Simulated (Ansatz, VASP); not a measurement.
# PbS: VASP beside Ansatz

Contents of INCAR:

```
SYSTEM = PbS
ALGO     = Normal         ! electronic algorithm
EDIFF    = 1E-8           ! SCF threshold, eV
ENCUT    = 520            ! plane-wave cutoff, eV
GGA      = PE             ! functional
ISIF     = 2              ! what is computed and relaxed
ISMEAR   = -1             ! smearing method
LASPH    = .TRUE.         ! aspherical terms in the spheres
LCHARG   = .FALSE.        ! write CHGCAR
LEFG     = .TRUE.       
LREAL    = .FALSE.        ! projectors in reciprocal space
LWAVE    = .FALSE.        ! write WAVECAR
NBANDS   = 17             ! bands
NELM     = 100            ! most SCF steps
PREC     = Accurate       ! precision mode
SIGMA    = 0.01           ! smearing width, eV
```

File KPOINTS:

```
k-points
0
G
  8 8 8
  0 0 0
```

POSCAR

```
PbS
1.0
    0.0000000000      2.9650000000      2.9650000000
    2.9650000000      0.0000000000      2.9650000000
    2.9650000000      2.9650000000      0.0000000000
Pb S
1 1
Direct
    0.0000000000      0.0000000000      0.0000000000
    0.5000000000      0.5000000000      0.5000000000
```

Input for Ansatz:

```yaml
crystal:
  lattice:
    - [0.0, 2.965, 2.965]
    - [2.965, 0.0, 2.965]
    - [2.965, 2.965, 0.0]
  atoms:
    - { symbol: Pb, position: [0.0, 0.0, 0.0] }
    - { symbol: S, position: [0.5, 0.5, 0.5] }
kpoints:
  mp_grid: { grid: [8, 8, 8] }
  band_path:
    path:
      - [0.0, 0.0, 0.0]
      - [0.5, 0.0, 0.5]
      - [0.625, 0.25, 0.625]
      - [0.375, 0.375, 0.75]
      - [0.0, 0.0, 0.0]
      - [0.5, 0.5, 0.5]
      - [0.5, 0.25, 0.75]
      - [0.5, 0.0, 0.5]
    npoints: 8
scf:
  occupations: { method: fermi_dirac, width: 0.01 }
hamiltonian:
  xc: pbe
  pseudopotentials: { kind: all_electron, datasets: crystal }
output:
  forces: true
  stress: true
  eigenvalues: true
  efg: { contact_densities: true }
```

Alike in both runs: task electric field gradients; functional PBE; k mesh 8 × 8 × 8; occupations fermi-dirac, width 0.01 eV; no spin polarisation.

```csv
,VASP,Ansatz
version,VASP 6.6.1,Ansatz 0.2.0
potentials or method,"VASP PAW PBE potentials, release 64 (Pb_d, S), cutoff 520 eV","all-electron PAW with datasets made for the crystal, scalar-relativistic"
```

```csv
,VASP,Ansatz,Ansatz less VASP
pressure (GPa),2.2,2.3,+0.08
```

Ansatz ran all-electron here, and VASP with PAW potentials.

Neither program's run includes spin-orbit coupling.
